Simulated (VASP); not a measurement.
# Be (P6_3/mmc) in VASP: further runs, part 2 of 2

VASP 6.6.1.

### Step 3. Single point, r2SCAN (volume scaled by 0.94, then relaxed in part)

File POSCAR:

```
Be
1.0
    2.2158873680      0.0000000000      0.0000000000
   -1.1079436840      1.9190147526      0.0000000000
    0.0000000000      0.0000000000      3.4966080836
Be
2
Direct
    0.3333333333      0.6666666667      0.2500000000
    0.6666666667      0.3333333333      0.7500000000
```

File INCAR.step1:

```
PREC     = Accurate       # precision mode
ENCUT    = 520            # plane-wave cutoff, eV
ISMEAR   = 0              # smearing method
SIGMA    = 0.1            # smearing width, eV
LREAL    = False          # projectors in reciprocal space
LASPH    = True           # aspherical terms in the spheres
NELM     = 60             # most SCF steps
NBANDS   = 9              # bands
GGA      = PE             # functional
ALGO     = Normal         # electronic algorithm
EDIFF    = 1E-4           # SCF threshold, eV
LWAVE    = True           # write WAVECAR
LCHARG   = False          # write CHGCAR
```

File INCAR.step2:

```
PREC     = Accurate       # precision mode
ENCUT    = 520            # plane-wave cutoff, eV
EDIFF    = 1E-6           # SCF threshold, eV
ISMEAR   = 0              # smearing method
SIGMA    = 0.1            # smearing width, eV
LREAL    = False          # projectors in reciprocal space
LASPH    = True           # aspherical terms in the spheres
NELM     = 60             # most SCF steps
ALGO     = Normal         # electronic algorithm
ISIF     = 2              # what is computed and relaxed
LWAVE    = False          # write WAVECAR
LCHARG   = False          # write CHGCAR
METAGGA  = R2SCAN         # meta-GGA
LMIXTAU  = True         
NBANDS   = 9              # bands
ISTART   = 1
```

File KPOINTS:

```
regular mesh
0
Gamma
  24 24 12
```

Potentials or basis: VASP PAW PBE potentials, release 64 (Be).

Run with:

```console
> cat potpaw_PBE.64/Be/POTCAR > POTCAR
> cp INCAR.step1 INCAR
> mpirun -np 1 vasp_std > vasp.out
> cp INCAR.step2 INCAR
> mpirun -np 1 vasp_std > vasp.out
```

OUTCAR:

```text
PREC = Accurate
   ENCUT = 520
   EDIFF = 1E-6
   ISMEAR = 0
   LREAL = False
   LASPH = True
   NELM = 60
   ISIF = 2
   METAGGA = R2SCAN
   ISTART = 1

 ion  position               nearest neighbor table
   1  0.333  0.667  0.250-   2 2.17   2 2.17   2 2.17   2 2.17   2 2.17   2 2.17
   2  0.667  0.333  0.750-   1 2.17   1 2.17   1 2.17   1 2.17   1 2.17   1 2.17

  LATTYP: Found a hexagonal cell.
 ALAT       =     2.2158873680
 C/A-ratio  =     1.5779719376

  Lattice vectors:

 A1 = (   2.2158873680,   0.0000000000,   0.0000000000)
[... 467 lines left out ...]
      4      14.9338      0.00000
      5      15.1919      0.00000
      6      17.0483      0.00000
      7      20.0018      0.00000
      8      26.8201      0.00000
      9      30.0454      0.00000

 [... further k-points ...]
[... 5 lines left out ...]
  --------------------------------------------------------------------------------------
  -------------------------------------------------------------------------------------
  Total        0.8052711      0.8052711      0.8211586      0.0000000      0.0000000      0.0000000
  in kB       86.7720278     86.7720278     88.4839907      0.0000000      0.0000000      0.0000000
  external PRESSURE =      87.3426821 kB  Pullay stress =       0.0000000 kB

 VOLUME and BASIS-vectors are now :
 -----------------------------------------------------------------------------
  energy-cutoff  :      520.00
  volume of cell :       14.87
      direct lattice vectors                 reciprocal lattice vectors
     2.215887368  0.000000000  0.000000000     0.451286475  0.260550368  0.000000000
    -1.107943684  1.919014753  0.000000000     0.000000000  0.521100736  0.000000000
     0.000000000  0.000000000  3.496608084     0.000000000  0.000000000  0.285991445

 POSITION                                       TOTAL-FORCE (eV/Angst)
 -----------------------------------------------------------------------------------
     -0.00000      1.27934      0.87415         0.000000     -0.000000      0.000000
      1.10794      0.63967      2.62246        -0.000000      0.000000      0.000000
 -----------------------------------------------------------------------------------
    total drift:                                0.000000     -0.000000      0.000000

  FREE ENERGIE OF THE ION-ELECTRON SYSTEM (eV)
  ---------------------------------------------------
  free  energy   TOTEN  =        -8.6542106436 eV

  energy  without entropy=       -8.6532003075  energy(sigma->0) =       -8.65370548
```

OUTCAR.step1:

```text
PREC = Accurate
   ENCUT = 520
   ISMEAR = 0
   LREAL = False
   LASPH = True
[... 512 lines left out ...]
     -0.00000      1.27934      0.87415         0.000000      0.000000      0.000000
      1.10794      0.63967      2.62246        -0.000000      0.000000      0.000000
 -----------------------------------------------------------------------------------
    total drift:                                0.000000     -0.000000      0.000000

  FREE ENERGIE OF THE ION-ELECTRON SYSTEM (eV)
  ---------------------------------------------------
  free  energy   TOTEN  =        -7.5075637722 eV

  energy  without entropy=       -7.5065104607  energy(sigma->0) =       -7.50703712
```

OSZICAR.step1:

```text
N       E                     dE             d eps       ncg     rms          rms(c)
DAV:   1    -0.240772037193E+01   -0.24077E+01   -0.18288E+03  7774   0.370E+02
DAV:   2    -0.752651539321E+01   -0.51188E+01   -0.49924E+01 11478   0.566E+01
DAV:   3    -0.758361639924E+01   -0.57101E-01   -0.56738E-01  8724   0.399E+00
DAV:   4    -0.758369621973E+01   -0.79820E-04   -0.79814E-04  9435   0.154E-01
DAV:   5    -0.758369626561E+01   -0.45878E-07   -0.46423E-07  8488   0.360E-03    0.129E+00
DAV:   6    -0.752847278041E+01    0.55223E-01   -0.79547E-03  8284   0.927E-01    0.793E-01
DAV:   7    -0.750758770233E+01    0.20885E-01   -0.82057E-03  8240   0.951E-01    0.326E-02
DAV:   8    -0.750756377223E+01    0.23930E-04   -0.17475E-05  7684   0.329E-02
   1 F= -.75075638E+01 E0= -.75070371E+01  d E =-.105331E-02
```

Run time: 42 s. Hardware: 1 thread of Intel Xeon 6975P-C (Granite Rapids), shared host; peak memory 0.15 GiB.

Results:

| Property | Result |
| --- | --- |
| Free energy | -8.6542 eV |
| Pressure | 8.7 GPa |
| Band gap on the k mesh | zero (band 2 reaches 8.73 eV, above the bottom of band 3 at 6.45 eV) |

Caveat: the PAW data sets were made with another functional, which shifts forces and pressure a little.

### Step 4. Single point, r2SCAN (volume scaled by 0.97, then relaxed in part)

File POSCAR:

```
Be
1.0
    2.2402111032      0.0000000000      0.0000000000
   -1.1201055516      1.9400797252      0.0000000000
    0.0000000000      0.0000000000      3.5302731581
Be
2
Direct
    0.3333333333      0.6666666667      0.2500000000
    0.6666666667      0.3333333333      0.7500000000
```

File INCAR.step1:

```
PREC = Accurate
ENCUT = 520
ISMEAR = 0
SIGMA = 0.1
LREAL = False
LASPH = True
NELM = 100
NBANDS = 9
GGA = PE
ALGO = Normal
EDIFF = 1E-4
LWAVE = True
LCHARG = False
```

File INCAR.step2:

```
PREC = Accurate
ENCUT = 520
EDIFF = 1E-6
ISMEAR = 0
SIGMA = 0.1
LREAL = False
LASPH = True
NELM = 100
ALGO = Normal
ISIF = 2
LWAVE = False
LCHARG = False
METAGGA = R2SCAN
LMIXTAU = True
NBANDS = 9
ISTART = 1
```

KPOINTS is that of step 3.

Run with:

```console
> cat potpaw_PBE.64/Be/POTCAR > POTCAR
> cp INCAR.step1 INCAR
> mpirun -np 1 vasp_std > vasp.out
> cp INCAR.step2 INCAR
> mpirun -np 1 vasp_std > vasp.out
```

Run time: 66 s. Hardware: 1 thread of Intel Xeon 6975P-C (Granite Rapids), shared host; peak memory 0.16 GiB.

The run converged. Its results:

| Quantity | Value |
| --- | --- |
| Free energy | -8.6732 eV |
| Pressure | 4.2 GPa |
| Band gap on the k mesh | zero (band 2 reaches 8.45 eV, above the bottom of band 3 at 6.21 eV) |

Stress tensor (GPa, compression positive):
```
4.14 0.00 0.00
0.00 4.14 0.00
0.00 0.00 4.28
```

Levels at points of the mesh, in eV from the Fermi level:
```csv
k point,band 1,band 2,band 3,band 4,band 5
"(0.00, 0.00, 0.00)",-12.37,-4.83,1.20,17.80,17.80
"(0.50, 0.00, 0.00)",-5.47,-3.35,4.05,6.93,7.46
"(0.00, 0.00, 0.50)",-10.00,-10.00,11.69,11.69,19.64
"(0.50, 0.00, 0.50)",-3.91,-3.91,1.70,1.70,13.34
```

Caveat: the PAW data sets were made with another functional, which shifts forces and pressure a little.

### Step 5. Overview

| cell | k mesh | gap on the mesh (eV) | pressure (GPa) |
| --- | --- | --- | --- |
| a = 2.285, b = 2.285, c = 3.584 Å, angles 90.0, 90.0, 120.0°, 2 atoms | 12 × 12 × 6 | none | -2.8 |
| a = 2.216, b = 2.216, c = 3.497 Å, angles 90.0, 90.0, 120.0°, 2 atoms | 24 × 24 × 12 | none | 8.7 |
| a = 2.240, b = 2.240, c = 3.530 Å, angles 90.0, 90.0, 120.0°, 2 atoms | 24 × 24 × 12 | none | 4.2 |

Alike in all rows: task single point; level r2SCAN; potentials or basis VASP PAW PBE potentials, release 64 (Be); no spin polarisation; cutoff (eV) 520; smearing gaussian 0.1 eV.

Caveats: the PAW data sets were made with another functional, which shifts forces and pressure a little.

Total energies depend on the potentials used, so only differences within one code and one set of settings carry meaning.
